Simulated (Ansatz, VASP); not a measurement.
**One calculation of TaSi, two programs**

```
Ta Si
1.0
     3.07149    0.00000    0.00000
     0.00000    3.07149    0.00000
     0.00000    0.00000    3.07149
Ta Si
1 1
Direct
  0.00000 0.00000 0.00000
  0.50000 0.50000 0.50000
```

Change from the starting cell: volume scaled by 0.95, LAPW.

Alike in both runs: task single point; functional PBEsol; k mesh 14 × 14 × 14; occupations fermi-dirac, width 0.05 eV; no spin polarisation.

|  | VASP | Ansatz |
| --- | --- | --- |
| version | VASP 6.6.1 | Ansatz 0.2.0 |
| potentials or method | VASP PAW PBE potentials, release 64 (Ta_pv, Si), cutoff 520 eV | all-electron LAPW, scalar-relativistic |

VASP gave:

| Property | Result |
| --- | --- |
| pressure (GPa) | 11.6 |

**Question.** What did Ansatz give for the same quantities?

**Answer.** Pressure (GPa): 10.9.

VASP's potentials were made for PBE, not for PBEsol. Ansatz ran all-electron here, and VASP with PAW potentials.

Spin-orbit coupling is off throughout.
